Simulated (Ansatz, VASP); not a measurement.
This is a calculation of Hf2Pd2Se2Br2O3 for Ansatz 0.2.0.

The input input.yaml:

```yaml
crystal:
  lattice:
    - [3.72613, 0.0, 0.0]
    - [-1.86306, 3.22692, 0.0]
    - [0.0, 0.0, 17.00867]
  atoms:
    - { symbol: Hf, position: [0.663937, 0.338629, 0.931748] }
    - { symbol: Hf, position: [0.322038, 0.659044, 0.064744] }
    - { symbol: Pd, position: [-0.006805, -0.01402, 0.301854] }
    - { symbol: Pd, position: [-0.001517, -0.004022, 0.697528] }
    - { symbol: Se, position: [0.329439, 0.65171, 0.227412] }
    - { symbol: Se, position: [0.680421, 0.335212, 0.771978] }
    - { symbol: Br, position: [0.661158, 0.330874, 0.399168] }
    - { symbol: Br, position: [0.333856, 0.65259, 0.600895] }
    - { symbol: O, position: [0.331879, 0.675666, 0.929761] }
    - { symbol: O, position: [0.667752, 0.340282, 0.071422] }
    - { symbol: O, position: [0.002041, 0.010024, -0.000481] }
hamiltonian:
  xc: pbe
  pseudopotentials: { kind: paw }
kpoints:
  mp_grid: { grid: [8, 8, 2] }
scf:
  occupations: { method: fermi_dirac, width: 0.05 }
output:
  forces: true
  stress: true
  eigenvalues: true
```

Potentials or basis: Ansatz PAW.

The run is started by

```bash
$ ansatz run input.yaml --threads 8 --pin off --max-ram 20480MiB --backend cpu --events-out ev --progress --plain --runs-dir out
```

Task: Set up the same calculation for VASP 6.6.1. Potentials there: VASP PAW PBE potentials, release 64 (Hf_pv, Pd, Se, Br, O).

Result: As run (the cutoff follows the program's own potentials):

INCAR

```
  PREC = Accurate
  ENCUT = 520
  EDIFF = 1E-7
  ISMEAR = -1
  SIGMA = 0.05
  LREAL = False
  LASPH = True
  NELM = 80
  ALGO = Normal
  ISIF = 2
  LWAVE = False
  LCHARG = True
  GGA = PE
  LVHAR = True
  NBANDS = 53
  KPAR = 4
```

KPOINTS

```
regular mesh
0
Gamma
  8 8 2
```

The input POSCAR:

```
Hf2Pd2Se2Br2O3
1.0
    3.7261300000      0.0000000000      0.0000000000
   -1.8630600000      3.2269200000      0.0000000000
    0.0000000000      0.0000000000     17.0086700000
Hf Pd Se Br O
2 2 2 2 3
Direct
    0.6639370000      0.3386290000      0.9317480000
    0.3220380000      0.6590440000      0.0647440000
   -0.0068050000     -0.0140200000      0.3018540000
   -0.0015170000     -0.0040220000      0.6975280000
    0.3294390000      0.6517100000      0.2274120000
    0.6804210000      0.3352120000      0.7719780000
    0.6611580000      0.3308740000      0.3991680000
    0.3338560000      0.6525900000      0.6008950000
    0.3318790000      0.6756660000      0.9297610000
    0.6677520000      0.3402820000      0.0714220000
    0.0020410000      0.0100240000     -0.0004810000
```

Potentials or basis: VASP PAW PBE potentials, release 64 (Hf_pv, Pd, Se, Br, O).

The run is started by

```sh
$ cat potpaw_PBE.64/Hf_pv/POTCAR potpaw_PBE.64/Pd/POTCAR potpaw_PBE.64/Se/POTCAR potpaw_PBE.64/Br/POTCAR potpaw_PBE.64/O/POTCAR > POTCAR
$ mpirun -np 4 vasp_std > vasp.out
```

Both were run:

|  | VASP | Ansatz | Ansatz less VASP |
| --- | --- | --- | --- |
| gap on the k mesh at the Fermi level (eV) | none | none | - |
| pressure (GPa) | -0.3 | 0.5 | +0.80 |
| traceless stress, the component that is largest in VASP (GPa) | 0.49 | 0.60 | +0.108 |
| rms of the force components (eV/Å) | 0.205 | 0.195 | -0.0102 |

Atom by atom the forces differ by 0.043 eV/Å (rms over components). A gap of «none» marks a metal or a gap that the smearing closes. The functional is the same, so the differences come from potentials, cutoffs and numerics. VASP's potentials hold 84 valence electrons a cell and Ansatz's 152, so a difference there can come from the potentials and not from the codes.

Spin-orbit coupling is off throughout.
